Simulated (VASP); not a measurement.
# MoRu3W (Pm-3m) in VASP: further runs, part 2 of 2

VASP 6.6.1. The steps go on from the part before.

## Step 5: Relaxation of cell and atoms, PBE

INCAR reads:

```
  PREC = Accurate
  ENCUT = 600
  EDIFF = 1E-6
  ISMEAR = 0
  SIGMA = 0.1
  LREAL = False
  LASPH = True
  NELM = 80
  ALGO = Normal
  ISIF = 3
  LWAVE = False
  LCHARG = False
  GGA = PE
  IBRION = 2
  NSW = 90
  EDIFFG = -0.04
```

KPOINTS reads:

```
regular mesh
0
Gamma
  4 4 4
```

POSCAR reads:

```
MoRu3W
1.0
    4.2914532000      0.0000000000      0.0000000000
    0.0000000000      4.2914532000      0.0000000000
    0.0000000000      0.0000000000      4.2914532000
Mo Ru W
1 3 1
Direct
    0.5000000000      0.5000000000      0.5000000000
    0.0000000000      0.5000000000      0.5000000000
    0.5000000000      0.0000000000      0.5000000000
    0.5000000000      0.5000000000      0.0000000000
    0.0000000000      0.0000000000      0.0000000000
```

Potentials or basis: VASP PAW PBE potentials, release 64 (Mo_sv, Ru_pv, W_sv).

Run with:

```sh
cat potpaw_PBE.64/Mo_sv/POTCAR potpaw_PBE.64/Ru_pv/POTCAR potpaw_PBE.64/W_sv/POTCAR > POTCAR
mpirun -np 1 vasp_std > vasp.out
```

OUTCAR:

```text
PREC = Accurate
   ENCUT = 600
   EDIFF = 1E-6
   ISMEAR = 0
   LREAL = False
   LASPH = True
   NELM = 80
   ISIF = 3
   GGA = PE
   IBRION = 2
   NSW = 90
   EDIFFG = -0.04

 ion  position               nearest neighbor table
   1  0.500  0.500  0.500-   2 2.15   3 2.15   4 2.15   4 2.15   3 2.15   2 2.15
   2  0.000  0.500  0.500-   1 2.15   1 2.15   4 3.03   5 3.03   4 3.03   5 3.03   3 3.03   5 3.03
                             5 3.03   3 3.03   3 3.03   4 3.03   4 3.03   3 3.03
   3  0.500  0.000  0.500-   1 2.15   1 2.15   4 3.03   5 3.03   4 3.03   5 3.03   2 3.03   2 3.03
                             4 3.03   4 3.03   2 3.03   5 3.03   5 3.03   2 3.03
   4  0.500  0.500  0.000-   1 2.15   1 2.15   3 3.03   5 3.03   2 3.03   2 3.03   3 3.03   3 3.03
                             5 3.03   3 3.03   2 3.03   5 3.03   2 3.03   5 3.03
   5  0.000  0.000  0.000-   2 3.03   3 3.03   4 3.03   2 3.03   3 3.03   2 3.03   4 3.03   2 3.03
                             3 3.03   4 3.03   3 3.03   4 3.03

  LATTYP: Found a simple cubic cell.
 ALAT       =     4.2914532000

  Lattice vectors:

 A1 = (   4.2914532000,   0.0000000000,   0.0000000000)
 A2 = (   0.0000000000,   4.2914532000,   0.0000000000)
 A3 = (   0.0000000000,   0.0000000000,   4.2914532000)

Analysis of symmetry for initial positions (statically):
=====================================================================
 Subroutine PRICEL returns:
 Original cell was already a primitive cell.

 Routine SETGRP: Setting up the symmetry group for a
 simple cubic supercell.

 Subroutine GETGRP returns: Found 48 space group operations
 (whereof 48 operations were pure point group operations)
 out of a pool of 48 trial point group operations.

The static configuration has the point symmetry O_h .

Analysis of symmetry for dynamics (positions and initial velocities):
=====================================================================
 Subroutine PRICEL returns:
 Original cell was already a primitive cell.

 Routine SETGRP: Setting up the symmetry group for a
 simple cubic supercell.

 Subroutine GETGRP returns: Found 48 space group operations
 (whereof 48 operations were pure point group operations)
 out of a pool of 48 trial point group operations.

The dynamic configuration has the point symmetry O_h .

 Subroutine INISYM returns: Found 48 space group operations
 (whereof 48 operations are pure point group operations),
 and found     1 'primitive' translations

----------------------------------------------------------------------------------------

                                     Primitive cell

  volume of cell :      79.0339

  direct lattice vectors                    reciprocal lattice vectors
     4.291453200  0.000000000  0.000000000     0.233021299  0.000000000  0.000000000
     0.000000000  4.291453200  0.000000000     0.000000000  0.233021299  0.000000000
     0.000000000  0.000000000  4.291453200     0.000000000  0.000000000  0.233021299

  length of vectors
     4.291453200  4.291453200  4.291453200     0.233021299  0.233021299  0.233021299

  position of ions in fractional coordinates (direct lattice)
     0.500000000  0.500000000  0.500000000
     0.000000000  0.500000000  0.500000000
     0.500000000  0.000000000  0.500000000
     0.500000000  0.500000000  0.000000000
     0.000000000  0.000000000  0.000000000

  ion indices of the primitive-cell ions
   primitive index   ion index
                 1           1
                 2           2
                 3           3
                 4           4
                 5           5

----------------------------------------------------------------------------------------

 KPOINTS: regular mesh

Automatic generation of k-mesh.
 Grid dimensions read from file:
 generate k-points for:    4    4    4

 Generating k-lattice:

  Cartesian coordinates                     Fractional coordinates (reciprocal lattice)
     0.058255325  0.000000000  0.000000000     0.250000000  0.000000000  0.000000000
     0.000000000  0.058255325  0.000000000     0.000000000  0.250000000  0.000000000
     0.000000000  0.000000000  0.058255325     0.000000000  0.000000000  0.250000000

  Length of vectors
     0.058255325  0.058255325  0.058255325

  Shift w.r.t. Gamma in fractional coordinates (k-lattice)
     0.000000000  0.000000000  0.000000000

 Subroutine IBZKPT returns following result:
 ===========================================

 Found     10 irreducible k-points:

 Following reciprocal coordinates:
            Coordinates               Weight
  0.000000  0.000000  0.000000      1.000000
  0.250000  0.000000  0.000000      6.000000
  0.500000  0.000000  0.000000      3.000000
  0.250000  0.250000  0.000000     12.000000
  0.500000  0.250000  0.000000     12.000000
  0.500000  0.500000  0.000000      3.000000
  0.250000  0.250000  0.250000      8.000000
  0.500000  0.250000  0.250000     12.000000
  0.500000  0.500000  0.250000      6.000000
  0.500000  0.500000  0.500000      1.000000
   k-points           NKPTS =     10   k-points in BZ     NKDIM =     10   number of bands    NBANDS=     42
   number of dos      NEDOS =    301   number of ions     NIONS =      5
   total plane-waves  NPLWV =  46656
   dimension x,y,z NGX =    36 NGY =   36 NGZ =   36
   dimension x,y,z NGXF=    72 NGYF=   72 NGZF=   72
   ions per type =               1   3   1
   NGX,Y,Z   is equivalent  to a cutoff of  13.95, 13.95, 13.95 a.u.
   NGXF,Y,Z  is equivalent  to a cutoff of  27.89, 27.89, 27.89 a.u.
 SYSTEM =  unknown system
   PREC   = accura    normal or accurate (medium, high low for compatibility)
   ISTART =      0    job   : 0-new  1-cont  2-samecut
   ICHARG =      2    charge: 1-file 2-atom 10-const
   ISPIN  =      1    spin polarized calculation?
   LNONCOLLINEAR =      F non collinear calculations
   LSORBIT =      F    spin-orbit coupling
   LASPH  =      T    aspherical Exc in radial PAW
   ENCUT  =  600.0 eV  44.10 Ry    6.64 a.u.   8.57  8.57  8.57*2*pi/ulx,y,z
   NELM   =     80;   NELMIN=  2; NELMDL= -5     # of ELM steps
   EDIFF  = 0.1E-05   stopping-criterion for ELM
   LREAL  =      F    real-space projection
   EDIFFG = -.4E-01   stopping-criterion for IOM
   NSW    =     90    number of steps for IOM
   IBRION =      2    ionic relax: 0-MD 1-quasi-New 2-CG
   NFREE  =      1    steps in history (QN), initial steepest desc. (CG)
   ISIF   =      3    stress and relaxation
   ISYM   =      2    0-nonsym 1-usesym 2-fastsym
   POTIM  = 0.5000    time-step for ionic-motion
   TEBEG  =    0.0;   TEEND  =   0.0 temperature during run
   PSTRESS=    0.0 pullay stress
   NELECT =      70.0000    total number of electrons
   NUPDOWN=      -1.0000    fix difference up-down
   EMIN   =  10.00;   EMAX   =-10.00  energy-range for DOS
   EFERMI =   0.00;   METHOD = LEGACY
   ISMEAR =     0;   SIGMA  =   0.10  broadening in eV -4-tet -1-fermi 0-gaus
   EFERMI_NEDOS =   21; number of points for ismear=-14 and -15
   IALGO  =     38    algorithm
   IMIX   =      4    mixing-type and parameters
     AMIX     =   0.40;   BMIX     =  1.00
     AMIX_MAG =   1.60;   BMIX_MAG =  1.00
  volume/ion in A,a.u.               =      15.81       106.67
  Fermi-wavevector in a.u.,A,eV,Ry     =   1.572183  2.970995 33.630333  2.471760
  Thomas-Fermi vector in A             =   2.673656
   LORBIT       =      0    0 simple, 1 ext, 2 COOP (PROOUT), +10 PAW based schemes
   GGA     = PE    functional components
   LHFCALC =     F    Hartree Fock is set to
   AEXX    =    0.0000 exact exchange contribution
   IVDW    =     0    specifies the selected vdW correction
   LEPSILON=     F    determine dielectric tensor
   LRPA    =     F    only Hartree local field effects (RPA)
 conjugate gradient relaxation of ions
 non-spin polarized calculation
 Gauss-broadening in eV      SIGMA  =   0.10
  energy-cutoff  :      600.00
  volume of cell :       79.03
 maximum number of plane-waves:      2666
 NGX is ok and might be reduce to    36
   NGX = 17   NGY = 17   NGZ = 17

--------------------------------------- Ionic step        1  -------------------------------------------

 number of electron      70.0000012 magnetization

 Free energy of the ion-electron system (eV)
  ---------------------------------------------------
  ext. energy  EPLUGINS =         0.00000000
  ---------------------------------------------------
  free energy    TOTEN  =       -39.99178402 eV

  energy without entropy =      -39.93449772  energy(sigma->0) =      -39.96314087

 E-fermi :  11.2668     XC(G=0): -13.0785

 val. band max:       11.2418144832   @ k =   0.5000   0.5000   0.0000
 cond. band min:      11.2867877236   @ k =   0.2500   0.2500   0.2500
 fundamental gap:      0.0449732404
 Fermi energy:        11.2668025517

 k-point     1 :       0.0000    0.0000    0.0000
  band No.  band energies     occupation
      1     -63.5628      2.00000
      2     -50.5811      2.00000
      3     -32.8033      2.00000
      4     -32.8033      2.00000
      5     -32.8033      2.00000
      6     -31.4061      2.00000
[... 592 lines left out ...]
  energy  without entropy=      -41.6054125652  energy(sigma->0) =      -41.64346770

--------------------------------------- Ionic step        5  -------------------------------------------

 number of electron      70.0000003 magnetization

 Free energy of the ion-electron system (eV)
  ---------------------------------------------------
  ext. energy  EPLUGINS =         0.00000000
  ---------------------------------------------------
  free energy    TOTEN  =       -41.68306347 eV

  energy without entropy =      -41.60759145  energy(sigma->0) =      -41.64532746

 E-fermi :   8.7638     XC(G=0): -12.1396

 val. band max:        8.7311802725   @ k =   0.5000   0.5000   0.5000
 cond. band min:       8.7684382141   @ k =   0.5000   0.2500   0.2500
 fundamental gap:      0.0372579416
 Fermi energy:         8.7637624474

 k-point     1 :       0.0000    0.0000    0.0000
  band No.  band energies     occupation
      1     -66.2325      2.00000
      2     -52.6835      2.00000
      3     -34.4739      2.00000
      4     -34.4739      2.00000
      5     -34.4739      2.00000
      6     -33.6511      2.00000
[... 471 lines left out ...]
  FREE ENERGIE OF THE ION-ELECTRON SYSTEM (eV)
  ---------------------------------------------------
  free  energy   TOTEN  =       -41.6830634747 eV

  energy  without entropy=      -41.6075914524  energy(sigma->0) =      -41.64532746

 reached required accuracy - stopping structural energy minimisation
```

OSZICAR:

```text
N       E                     dE             d eps       ncg     rms          rms(c)
DAV:   1     0.970949271061E+03    0.97095E+03   -0.45371E+04   840   0.205E+03
DAV:   2     0.775658905213E+00   -0.97017E+03   -0.95099E+03   858   0.613E+02
DAV:   3    -0.426921900484E+02   -0.43468E+02   -0.42271E+02  1036   0.125E+02
DAV:   4    -0.439020747452E+02   -0.12099E+01   -0.11826E+01   968   0.181E+01
[... 78 lines left out ...]
DAV:   6    -0.416830499645E+02   -0.22205E-03   -0.61901E-04  1092   0.103E-01    0.935E-02
DAV:   7    -0.416830728627E+02   -0.22898E-04   -0.21011E-04  1038   0.702E-02    0.302E-02
DAV:   8    -0.416830679847E+02    0.48780E-05   -0.41475E-05  1064   0.316E-02    0.223E-02
DAV:   9    -0.416830635287E+02    0.44560E-05   -0.92688E-06   850   0.127E-02    0.326E-03
DAV:  10    -0.416830634747E+02    0.53957E-07   -0.71143E-07   476   0.306E-03
   5 F= -.41683063E+02 E0= -.41645327E+02  d E =-.169128E+01
```

CONTCAR:

```text
MoRu3W
   1.00000000000000
     4.5392503531606039    0.0000000000000000    0.0000000000000000
     0.0000000000000000    4.5392503531606039    0.0000000000000000
    -0.0000000000000000   -0.0000000000000000    4.5392503531606039
  Mo              Ru              W
     1     3     1
Direct
     0.5000000000000000    0.5000000000000000    0.5000000000000000
     0.0000000000000000    0.5000000000000000    0.5000000000000000
     0.5000000000000000    0.0000000000000000    0.5000000000000000
     0.5000000000000000    0.5000000000000000    0.0000000000000000
     0.0000000000000000    0.0000000000000000    0.0000000000000000

  0.00000000E+00  0.00000000E+00  0.00000000E+00
  0.00000000E+00  0.00000000E+00  0.00000000E+00
  0.00000000E+00  0.00000000E+00  0.00000000E+00
  0.00000000E+00  0.00000000E+00  0.00000000E+00
  0.00000000E+00  0.00000000E+00  0.00000000E+00
```

Run time: 5.5 min. Hardware: 1 thread of Intel Xeon 8259CL, shared host; peak memory 0.24 GiB.

Results:

| Property | Result |
| --- | --- |
| Free energy | -41.6831 eV |
| Relaxed volume | 18.71 Å³/atom |
| Relaxed cell | a = 4.539 Å, b = 4.539 Å, c = 4.539 Å, α = 90.00°, β = 90.00°, γ = 90.00° |
| Space group after relaxing (to 0.05 Å) | Pm-3m (No. 221) |
| Energy gained by relaxing | 338.3 meV/atom |
| Ionic steps | 5 |
| Pressure after relaxing | 0.0 GPa |
| Band gap on the k mesh | zero (band 35 reaches 9.44 eV, above the bottom of band 36 at 8.56 eV) |

The path:
| step | energy change (eV) | largest force (eV/Å) | pressure (GPa) | volume (Å³) |
| --- | --- | --- | --- | --- |
| 1 | 0.0000 | 0.0000 | 43.84 | 79.03 |
| 2 | 4.0815 | 0.0000 | -26.90 | 139.56 |
| 3 | -1.6627 | 0.0000 | -3.95 | 95.82 |
| 4 | -1.6897 | 0.0000 | -0.98 | 94.08 |
| 5 | -1.6913 | 0.0000 | 0.05 | 93.53 |

Final structure:
```
Mo Ru W
1.0
     4.53925    0.00000    0.00000
     0.00000    4.53925    0.00000
     0.00000    0.00000    4.53925
Mo Ru W
1 3 1
Direct
  0.50000 0.50000 0.50000
  0.00000 0.50000 0.50000
  0.50000 0.00000 0.50000
  0.50000 0.50000 0.00000
  0.00000 0.00000 0.00000
```

Levels at points of the mesh, in eV from the Fermi level:
```
           k point  band 31  band 32  band 33  band 34  band 35  band 36  band 37  band 38  band 39  band 40
(0.00, 0.00, 0.00)    -0.08    -0.08     0.30     0.68     0.68     1.48     1.48     1.48     1.57     1.57
(0.50, 0.00, 0.00)    -1.24    -1.24    -0.65    -0.35    -0.35    -0.08     0.06     0.65     1.05     1.61
(0.50, 0.50, 0.00)    -1.43    -1.35    -1.35    -0.58    -0.35    -0.20    -0.20    -0.08     0.14     1.03
(0.50, 0.50, 0.50)    -1.36    -1.36    -0.78    -0.78    -0.03    -0.03    -0.03     0.31     0.42     0.42
```

Caveat: the k points lie up to 0.35 Å⁻¹ apart in the final cell; the volume moved by over 15 % at a fixed basis, so the end points are rough; spin-orbit coupling is left out, which moves the levels of the heavy elements.

## Step 6: Relaxation of cell and atoms, PBE

This run uses another cell than the first one, of 18.63 Å³/atom, 1.179 times its volume.

INCAR reads:

```
  PREC = Accurate
  ENCUT = 600
  EDIFF = 1E-6
  ISMEAR = 0
  SIGMA = 0.1
  LREAL = F
  LASPH = T
  NELM = 100
  ALGO = Fast
  ISIF = 3
  LWAVE = F
  LCHARG = F
  GGA = PE
  IBRION = 2
  NSW = 100
  EDIFFG = -0.01
```

KPOINTS reads:

```
regular mesh
0
Gamma
  8 8 8
```

POSCAR: that of step 5 with these lines changed.

```diff
@@ -2,5 +2,5 @@
 1.0
-    4.2914532000      0.0000000000      0.0000000000
-    0.0000000000      4.2914532000      0.0000000000
-    0.0000000000      0.0000000000      4.2914532000
+    4.5329986921      0.0000000000      0.0000000000
+    0.0000000000      4.5329986921      0.0000000000
+    0.0000000000      0.0000000000      4.5329986921
 Mo Ru W
```

Potentials or basis: VASP PAW PBE potentials, release 64 (Mo_sv, Ru_pv, W_sv).

Run with:

```sh
cat potpaw_PBE.64/Mo_sv/POTCAR potpaw_PBE.64/Ru_pv/POTCAR potpaw_PBE.64/W_sv/POTCAR > POTCAR
mpirun -np 1 vasp_std > vasp.out
```

Wall time 8.9 min (1 thread of Intel Xeon 8259CL, shared host); peak memory 0.33 GiB.

The run converged. Its results:

| Property | Result |
| --- | --- |
| Free energy | -41.8072 eV |
| Relaxed volume | 18.65 Å³/atom |
| Relaxed cell | a = 4.534 Å, b = 4.534 Å, c = 4.534 Å, α = 90.00°, β = 90.00°, γ = 90.00° |
| Space group after relaxing (to 0.05 Å) | Pm-3m (No. 221) |
| Energy gained by relaxing | 0.0 meV/atom |
| Ionic steps | 3 |
| Pressure after relaxing | 0.0 GPa |
| Band gap on the k mesh | zero (band 35 reaches 9.51 eV, above the bottom of band 36 at 8.64 eV) |

Final structure:
```yaml
crystal:
  lattice:
    - [4.53436, 0.00000, 0.00000]
    - [0.00000, 4.53436, 0.00000]
    - [0.00000, 0.00000, 4.53436]
  atoms:
    - { symbol: Mo, position: [0.50000, 0.50000, 0.50000] }
    - { symbol: Ru, position: [0.00000, 0.50000, 0.50000] }
    - { symbol: Ru, position: [0.50000, 0.00000, 0.50000] }
    - { symbol: Ru, position: [0.50000, 0.50000, 0.00000] }
    - { symbol: W, position: [0.00000, 0.00000, 0.00000] }
```

Levels at points of the mesh, in eV from the Fermi level:
```csv
k point,band 33,band 34,band 35,band 36,band 37,band 38,band 39,band 40
"(0.00, 0.00, 0.00)",0.27,0.66,0.66,1.44,1.44,1.44,1.56,1.56
"(0.50, 0.00, 0.00)",-0.69,-0.37,-0.37,-0.14,0.06,0.64,0.97,1.60
"(0.50, 0.50, 0.00)",-1.42,-0.62,-0.43,-0.21,-0.21,-0.17,0.14,0.99
"(0.50, 0.50, 0.50)",-0.90,-0.90,-0.08,-0.08,-0.08,0.26,0.39,0.39
```

Caveat: spin-orbit coupling is left out, which moves the levels of the heavy elements.

## Step 7: The runs side by side

```csv
task,cell,k mesh,cutoff (eV),gap on the mesh (eV),pressure (GPa),relaxed volume (Å³/atom)
single point,"a = 4.291 Å, 5 atoms",4 × 4 × 4,520,none,43.9,-
single point,"a = 4.533 Å, 5 atoms",4 × 4 × 4,520,none,0.8,-
single point,"a = 4.529 Å, 5 atoms",8 × 8 × 8,520,none,0.7,-
relaxation of cell and atoms,"relaxed from a = 4.291 Å, 5 atoms",4 × 4 × 4,600,none,0.0,18.71
relaxation of cell and atoms,"relaxed from a = 4.533 Å, 5 atoms",8 × 8 × 8,600,none,0.0,18.65
```

Alike in all rows: level PBE; potentials or basis VASP PAW PBE potentials, release 64 (Mo_sv, Ru_pv, W_sv); no spin polarisation; smearing gaussian 0.1 eV.

Caveats: some runs use coarse meshes; spin-orbit coupling is left out, which moves the levels of the heavy elements; the volume moved by over 15 % at a fixed basis, so the end points are rough (some runs).

Total energies depend on the potentials used, so only differences within one code and one set of settings carry meaning.
